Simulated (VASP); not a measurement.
The system is ReBiH4.

```
Re Bi H
1.0
     0.00000    3.20005    3.20005
     3.20005    0.00000    3.20005
     3.20005    3.20005    0.00000
Re Bi H
1 1 4
Direct
  0.75000 0.75000 0.75000
  0.00000 0.00000 0.00000
  0.37500 0.87500 0.37500
  0.37500 0.37500 0.87500
  0.37500 0.37500 0.37500
  0.87500 0.37500 0.37500
```

| Property | Result |
| --- | --- |
| Program | VASP 6.6.1 |
| Task | relaxation of cell and atoms |
| Functional | PBE |
| Potentials or basis | VASP PAW PBE potentials, release 64 (Re, Bi_d, H) |
| Cutoff | 600 eV |
| k mesh | 6 × 6 × 6 |
| Occupations | gaussian, width 0.1 eV |
| Spin | no spin polarisation |

At the start: pressure -7.6 GPa; volume 10.92 Å³/atom.

Where does the relaxation end?

Over 12 steps the energy falls by 39.4 meV/atom and the volume is 10.26 Å³/atom (-6.1 %); space group F-43m (No. 216, to 0.05 Å).

The path:
| step | energy change (eV) | largest force (eV/Å) | pressure (GPa) | volume (Å³) |
| --- | --- | --- | --- | --- |
| 1 | 0.0000 | 0.1370 | -7.61 | 65.54 |
| 2 | -0.1228 | 0.1365 | 0.19 | 60.74 |
| 3 | -0.1228 | 0.1365 | 0.14 | 60.77 |
| 4 | -0.1264 | 0.1329 | 0.13 | 60.77 |
| 5 | -0.1366 | 0.1224 | 0.14 | 60.77 |
| 6 | -0.1548 | 0.1045 | 0.19 | 60.77 |
| 7 | -0.1849 | 0.0870 | 0.45 | 60.78 |
| 8 | -0.2313 | 0.0417 | 1.12 | 60.78 |
| 9 | 0.2581 | 1.5013 | 6.57 | 60.78 |
| 10 | -0.2327 | 0.0358 | 1.18 | 60.78 |
| 11 | -0.2211 | 0.0386 | -3.08 | 63.22 |
| 12 | -0.2361 | 0.0360 | -0.28 | 61.55 |

Final structure:
```
CELL_PARAMETERS angstrom
0.00000 3.13381 3.13381
3.13381 0.00000 3.13381
3.13381 3.13381 0.00000
ATOMIC_POSITIONS crystal
Re 0.75000 0.75000 0.75000
Bi 0.00000 0.00000 0.00000
H 0.40579 0.78262 0.40579
H 0.40579 0.40579 0.78262
H 0.40579 0.40579 0.40579
H 0.78262 0.40579 0.40579
```
